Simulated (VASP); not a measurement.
# La2Zr3O (P-6m2) in VASP: a series of runs

Runs on La2Zr3O. Level: PBE. Tasks: relaxation of cell and atoms, single point.

Everything below comes from runs of VASP 6.6.1. Logs are shortened: lines on timing, memory, paths and dates and some standing lists are left out, and cuts for length are marked.

## Step 1: The cell of the first run

The structure is hexagonal, space group P-6m2 (No. 187). Conventional cell: a = 4.158 Å, b = 4.158 Å, c = 7.771 Å, α = 90.00°, β = 90.00°, γ = 120.00°. La (site symmetry 3m) has 9 Zr at 3.02 to 3.16 Å and 3 O at 3.02 Å and 1 La at 3.66 Å within 4.0 Å. Within 3.2 Å of Zr (site symmetry -6m2) lie 3 Zr at 2.40 Å and 6 La at 3.16 Å. Within 3.2 Å of Zr (site symmetry -6m2) lie 3 O at 2.40 Å and 6 La at 3.02 Å. Zr (site symmetry -6m2) has 3 Zr at 2.40 Å and 6 La at 3.16 Å within 3.2 Å. O (site symmetry -6m2) has 3 Zr at 2.40 Å and 6 La at 3.02 Å within 3.2 Å.

## Step 2: Relaxation of cell and atoms, PBE

INCAR

```
SYSTEM = La2Zr3O
  PREC = Accurate
  ENCUT = 600
  EDIFF = 1E-7
  ISMEAR = 0
  SIGMA = 0.1
  LREAL = .FALSE.
  LASPH = .TRUE.
  NELM = 80
  ALGO = Normal
  ISIF = 3
  LWAVE = .FALSE.
  LCHARG = .FALSE.
  GGA = PE
  IBRION = 2
  NSW = 90
  EDIFFG = -0.04
```

KPOINTS

```
regular mesh
0
G
  6 6 2
  0 0 0
```

POSCAR

```
La2Zr3O
1.0
    4.1577466200      0.0000000000      0.0000000000
   -2.0788733100      3.6007142000      0.0000000000
    0.0000000000      0.0000000000      7.7711273400
La Zr O
2 3 1
Direct
    0.6666666700      0.3333333300      0.2354539900
    0.6666666700      0.3333333300      0.7645460100
    0.0000000000      0.0000000000      0.5000000000
    0.3333333300      0.6666666700      0.0000000000
    0.3333333300      0.6666666700      0.5000000000
    0.0000000000      0.0000000000      0.0000000000
```

Potentials or basis: VASP PAW PBE potentials, release 64 (La, Zr_sv, O).

The run is started by

```bash
$ cat potpaw_PBE.64/La/POTCAR potpaw_PBE.64/Zr_sv/POTCAR potpaw_PBE.64/O/POTCAR > POTCAR
$ mpirun -np 1 vasp_std > vasp.out
```

OUTCAR:

```text
SYSTEM = La2Zr3O
   PREC = Accurate
   ENCUT = 600
   EDIFF = 1E-7
   ISMEAR = 0
   LREAL = .FALSE.
   LASPH = .TRUE.
   NELM = 80
   ISIF = 3
   GGA = PE
   IBRION = 2
   NSW = 90
   EDIFFG = -0.04

 ion  position               nearest neighbor table
   1  0.667  0.333  0.235-   4 3.02   4 3.02   4 3.02   5 3.16   3 3.16   5 3.16   3 3.16   3 3.16
                             5 3.16   2 3.66
   2  0.667  0.333  0.765-   4 3.02   4 3.02   4 3.02   5 3.16   3 3.16   5 3.16   3 3.16   3 3.16
                             5 3.16   1 3.66
   3  0.000  0.000  0.500-   5 2.40   5 2.40   5 2.40   1 3.16   2 3.16   2 3.16   1 3.16   2 3.16
                             1 3.16
   4  0.333  0.667  0.000-   6 2.40   6 2.40   6 2.40   1 3.02   2 3.02   1 3.02   2 3.02   1 3.02
                             2 3.02   5 3.89   5 3.89
   5  0.333  0.667  0.500-   3 2.40   3 2.40   3 2.40   1 3.16   2 3.16   1 3.16   2 3.16   1 3.16
                             2 3.16   4 3.89   4 3.89
   6  0.000  0.000  0.000-   4 2.40   4 2.40   4 2.40

  LATTYP: Found a hexagonal cell.
 ALAT       =     4.1577466200
 C/A-ratio  =     1.8690718916

  Lattice vectors:

 A1 = (   4.1577466200,   0.0000000000,   0.0000000000)
 A2 = (  -2.0788733100,   3.6007142000,   0.0000000000)
 A3 = (   0.0000000000,   0.0000000000,   7.7711273400)

Analysis of symmetry for initial positions (statically):
=====================================================================
 Subroutine PRICEL returns:
 Original cell was already a primitive cell.

 Routine SETGRP: Setting up the symmetry group for a
 hexagonal supercell.

 Subroutine GETGRP returns: Found 12 space group operations
 (whereof 12 operations were pure point group operations)
 out of a pool of 24 trial point group operations.

The static configuration has the point symmetry D_3h.

Analysis of symmetry for dynamics (positions and initial velocities):
=====================================================================
 Subroutine PRICEL returns:
 Original cell was already a primitive cell.

 Routine SETGRP: Setting up the symmetry group for a
 hexagonal supercell.

 Subroutine GETGRP returns: Found 12 space group operations
 (whereof 12 operations were pure point group operations)
 out of a pool of 24 trial point group operations.

The dynamic configuration has the point symmetry D_3h.

 Subroutine INISYM returns: Found 12 space group operations
 (whereof 12 operations are pure point group operations),
 and found     1 'primitive' translations

----------------------------------------------------------------------------------------

                                     Primitive cell

  volume of cell :     116.3404

  direct lattice vectors                    reciprocal lattice vectors
     4.157746620  0.000000000  0.000000000     0.240514897  0.138861340  0.000000000
    -2.078873310  3.600714200  0.000000000     0.000000000  0.277722681  0.000000000
     0.000000000  0.000000000  7.771127340     0.000000000  0.000000000  0.128681458

  length of vectors
     4.157746620  4.157746624  7.771127340     0.277722681  0.277722681  0.128681458

  position of ions in fractional coordinates (direct lattice)
     0.666666670  0.333333330  0.235453990
     0.666666670  0.333333330  0.764546010
     0.000000000  0.000000000  0.500000000
     0.333333330  0.666666670  0.000000000
     0.333333330  0.666666670  0.500000000
     0.000000000  0.000000000  0.000000000

  ion indices of the primitive-cell ions
   primitive index   ion index
                 1           1
                 2           2
                 3           3
                 4           4
                 5           5
                 6           6

----------------------------------------------------------------------------------------

 KPOINTS: regular mesh

Automatic generation of k-mesh.
 Grid dimensions read from file:
 generate k-points for:    6    6    2

 Generating k-lattice:

  Cartesian coordinates                     Fractional coordinates (reciprocal lattice)
     0.040085816  0.023143557  0.000000000     0.166666667 -0.000000000  0.000000000
     0.000000000  0.046287113  0.000000000     0.000000000  0.166666667  0.000000000
     0.000000000  0.000000000  0.064340729     0.000000000  0.000000000  0.500000000

  Length of vectors
     0.046287113  0.046287113  0.064340729

  Shift w.r.t. Gamma in fractional coordinates (k-lattice)
     0.000000000  0.000000000  0.000000000

 Subroutine IBZKPT returns following result:
 ===========================================

 Found     14 irreducible k-points:

 Following reciprocal coordinates:
            Coordinates               Weight
  0.000000  0.000000  0.000000      1.000000
  0.166667 -0.000000  0.000000      6.000000
  0.333333 -0.000000  0.000000      6.000000
  0.500000 -0.000000  0.000000      3.000000
  0.166667  0.166667  0.000000      6.000000
  0.333333  0.166667  0.000000     12.000000
  0.333333  0.333333  0.000000      2.000000
  0.000000  0.000000  0.500000      1.000000
  0.166667 -0.000000  0.500000      6.000000
  0.333333 -0.000000  0.500000      6.000000
  0.500000 -0.000000  0.500000      3.000000
  0.166667  0.166667  0.500000      6.000000
  0.333333  0.166667  0.500000     12.000000
  0.333333  0.333333  0.500000      2.000000
   k-points           NKPTS =     14   k-points in BZ     NKDIM =     14   number of bands    NBANDS=     38
   number of dos      NEDOS =    301   number of ions     NIONS =      6
   total plane-waves  NPLWV =  82944
   dimension x,y,z NGX =    36 NGY =   36 NGZ =   64
   dimension x,y,z NGXF=    72 NGYF=   72 NGZF=  128
   ions per type =               2   3   1
   NGX,Y,Z   is equivalent  to a cutoff of  14.39, 14.39, 13.69 a.u.
   NGXF,Y,Z  is equivalent  to a cutoff of  28.79, 28.79, 27.38 a.u.
 SYSTEM =  La2Zr3O
   PREC   = accura    normal or accurate (medium, high low for compatibility)
   ISTART =      0    job   : 0-new  1-cont  2-samecut
   ICHARG =      2    charge: 1-file 2-atom 10-const
   ISPIN  =      1    spin polarized calculation?
   LNONCOLLINEAR =      F non collinear calculations
   LSORBIT =      F    spin-orbit coupling
   LASPH  =      T    aspherical Exc in radial PAW
   ENCUT  =  600.0 eV  44.10 Ry    6.64 a.u.   8.30  8.30 15.52*2*pi/ulx,y,z
   NELM   =     80;   NELMIN=  2; NELMDL= -5     # of ELM steps
   EDIFF  = 0.1E-06   stopping-criterion for ELM
   LREAL  =      F    real-space projection
   EDIFFG = -.4E-01   stopping-criterion for IOM
   NSW    =     90    number of steps for IOM
   IBRION =      2    ionic relax: 0-MD 1-quasi-New 2-CG
   NFREE  =      1    steps in history (QN), initial steepest desc. (CG)
   ISIF   =      3    stress and relaxation
   ISYM   =      2    0-nonsym 1-usesym 2-fastsym
   POTIM  = 0.5000    time-step for ionic-motion
   TEBEG  =    0.0;   TEEND  =   0.0 temperature during run
   PSTRESS=    0.0 pullay stress
   NELECT =      64.0000    total number of electrons
   NUPDOWN=      -1.0000    fix difference up-down
   EMIN   =  10.00;   EMAX   =-10.00  energy-range for DOS
   EFERMI =   0.00;   METHOD = LEGACY
   ISMEAR =     0;   SIGMA  =   0.10  broadening in eV -4-tet -1-fermi 0-gaus
   EFERMI_NEDOS =   21; number of points for ismear=-14 and -15
   IALGO  =     38    algorithm
   IMIX   =      4    mixing-type and parameters
     AMIX     =   0.40;   BMIX     =  1.00
     AMIX_MAG =   1.60;   BMIX_MAG =  1.00
  volume/ion in A,a.u.               =      19.39       130.85
  Fermi-wavevector in a.u.,A,eV,Ry     =   1.341399  2.534876 24.481654  1.799351
  Thomas-Fermi vector in A             =   2.469635
   LORBIT       =      0    0 simple, 1 ext, 2 COOP (PROOUT), +10 PAW based schemes
   GGA     = PE    functional components
   LHFCALC =     F    Hartree Fock is set to
   AEXX    =    0.0000 exact exchange contribution
   IVDW    =     0    specifies the selected vdW correction
   LEPSILON=     F    determine dielectric tensor
   LRPA    =     F    only Hartree local field effects (RPA)
 conjugate gradient relaxation of ions
 non-spin polarized calculation
 Gauss-broadening in eV      SIGMA  =   0.10
  energy-cutoff  :      600.00
  volume of cell :      116.34
 maximum number of plane-waves:      3909
 NGX is ok and might be reduce to    36
   NGX = 17   NGY = 17   NGZ = 31

--------------------------------------- Ionic step        1  -------------------------------------------

 number of electron      63.9999999 magnetization

 Free energy of the ion-electron system (eV)
  ---------------------------------------------------
  ext. energy  EPLUGINS =         0.00000000
  ---------------------------------------------------
  free energy    TOTEN  =       -38.01518397 eV

  energy without entropy =      -37.98177888  energy(sigma->0) =      -37.99848142

 E-fermi :  11.0540     XC(G=0): -11.5223

 val. band max:       11.0435838488   @ k =   0.5000  -0.0000   0.0000
 cond. band min:      11.1083233429   @ k =   0.1667   0.1667   0.0000
 fundamental gap:      0.0647394941
 Fermi energy:        11.0539521406

 k-point     1 :       0.0000    0.0000    0.0000
  band No.  band energies     occupation
      1     -38.1961      2.00000
      2     -37.4304      2.00000
      3     -36.0391      2.00000
      4     -20.8978      2.00000
      5     -20.8920      2.00000
      6     -16.6714      2.00000
[... 785 lines left out ...]
 POSITION                                       TOTAL-FORCE (eV/Angst)
 -----------------------------------------------------------------------------------
      2.26387      1.30705      2.00235         0.000000      0.000000      0.042683
      2.26387      1.30705      6.26841        -0.000000     -0.000000     -0.042683
      4.52774     -0.00000      4.13538         0.000000     -0.000000     -0.000000
     -0.00000      2.61409      0.00000         0.000000     -0.000000     -0.000000
     -0.00000      2.61409      4.13538        -0.000000      0.000000     -0.000000
      4.52774     -0.00000      0.00000         0.000000      0.000000     -0.000000
 -----------------------------------------------------------------------------------
    total drift:                                0.000022     -0.000013      0.000000

  FREE ENERGIE OF THE ION-ELECTRON SYSTEM (eV)
  ---------------------------------------------------
  free  energy   TOTEN  =       -39.5373191651 eV

  energy  without entropy=      -39.4942708076  energy(sigma->0) =      -39.51579499

--------------------------------------- Ionic step        7  -------------------------------------------

 number of electron      64.0000008 magnetization

 Free energy of the ion-electron system (eV)
  ---------------------------------------------------
  ext. energy  EPLUGINS =         0.00000000
  ---------------------------------------------------
  free energy    TOTEN  =       -39.53754048 eV

  energy without entropy =      -39.49455105  energy(sigma->0) =      -39.51604577

 E-fermi :   8.2866     XC(G=0): -10.4279

 val. band max:        8.2643370607   @ k =   0.3333  -0.0000   0.5000
 cond. band min:       8.3007128468   @ k =   0.3333   0.3333   0.5000
 fundamental gap:      0.0363757861
 Fermi energy:         8.2866358738

 k-point     1 :       0.0000    0.0000    0.0000
  band No.  band energies     occupation
      1     -41.4301      2.00000
      2     -40.0897      2.00000
      3     -39.4586      2.00000
      4     -23.9630      2.00000
      5     -23.9534      2.00000
      6     -19.4908      2.00000
[... 585 lines left out ...]
 POSITION                                       TOTAL-FORCE (eV/Angst)
 -----------------------------------------------------------------------------------
      2.26475      1.30755      2.00865         0.000000      0.000000      0.010769
      2.26475      1.30755      6.26180         0.000000      0.000000     -0.010769
     -0.00000      0.00000      4.13522         0.000000      0.000000     -0.000000
     -0.00000      2.61511      0.00000         0.000000     -0.000000     -0.000000
     -0.00000      2.61511      4.13522        -0.000000      0.000000      0.000000
     -0.00000      0.00000      0.00000         0.000000      0.000000     -0.000000
 -----------------------------------------------------------------------------------
    total drift:                                0.000022     -0.000013     -0.000000

  FREE ENERGIE OF THE ION-ELECTRON SYSTEM (eV)
  ---------------------------------------------------
  free  energy   TOTEN  =       -39.5375404832 eV

  energy  without entropy=      -39.4945510503  energy(sigma->0) =      -39.51604577

 reached required accuracy - stopping structural energy minimisation
```

Run time: 11 min. Hardware: 1 thread of Intel Xeon 6975P-C (Granite Rapids), shared host; peak memory 0.33 GiB.

Results:

```
Free energy                            : -39.5375 eV
Relaxed volume                         : 24.49 Å³/atom
Relaxed cell                           : a = 4.529 Å, b = 4.529 Å, c = 8.270 Å, α = 90.00°, β = 90.00°, γ = 120.00°
Space group after relaxing (to 0.05 Å) : P-6m2 (No. 187)
Energy gained by relaxing              : 253.7 meV/atom
Ionic steps                            : 7
Pressure after relaxing                : -0.1 GPa
Largest force after relaxing           : 0.011 eV/Å
Band gap on the k mesh                 : zero (band 32 reaches 8.55 eV, above the bottom of band 33 at 8.10 eV)
```

Forces in eV/Å, atoms in the order of the input:
```
La   0.000  0.000  0.011
La   0.000  0.000 -0.011
Zr   0.000  0.000  0.000
Zr   0.000  0.000  0.000
Zr   0.000  0.000  0.000
O    0.000  0.000  0.000
```

Step by step:
| step | energy change (eV) | largest force (eV/Å) | pressure (GPa) | volume (Å³) |
| --- | --- | --- | --- | --- |
| 1 | 0.0000 | 0.4793 | 19.41 | 116.34 |
| 2 | -1.2441 | 0.6128 | -4.66 | 160.52 |
| 3 | -1.4902 | 0.3948 | 0.15 | 144.99 |
| 4 | -1.4901 | 0.4069 | -0.09 | 145.61 |
| 5 | -1.5032 | 0.3170 | -0.10 | 145.92 |
| 6 | -1.5221 | 0.0427 | -0.11 | 146.84 |
| 7 | -1.5224 | 0.0108 | -0.10 | 146.95 |

Final structure:
```
La Zr O
1.0
     4.52950    0.00000    0.00000
    -2.26475    3.92266    0.00000
     0.00000    0.00000    8.27045
La Zr O
2 3 1
Direct
  0.66667 0.33333 0.24287
  0.66667 0.33333 0.75713
  0.00000 0.00000 0.50000
  0.33333 0.66667 0.00000
  0.33333 0.66667 0.50000
  0.00000 0.00000 0.00000
```

Levels at points of the mesh, in eV from the Fermi level:
```tsv
k point	band 30	band 31	band 32	band 33	band 34	band 35
(0.00, 0.00, 0.00)	-0.51	-0.32	-0.13	0.16	0.16	0.99
(0.50, 0.00, 0.00)	-0.82	-0.20	0.09	0.11	0.49	0.66
(0.00, 0.00, 0.50)	-0.79	-0.79	-0.65	-0.13	-0.13	0.69
(0.50, 0.00, 0.50)	-0.89	-0.49	0.26	0.29	0.47	0.52
```

Caveat: the k points lie up to 0.38 Å⁻¹ apart in the final cell; the volume moved by over 15 % at a fixed basis, so the end points are rough; spin-orbit coupling is left out, which moves the levels of the heavy elements.

[end of part 1 of 2]
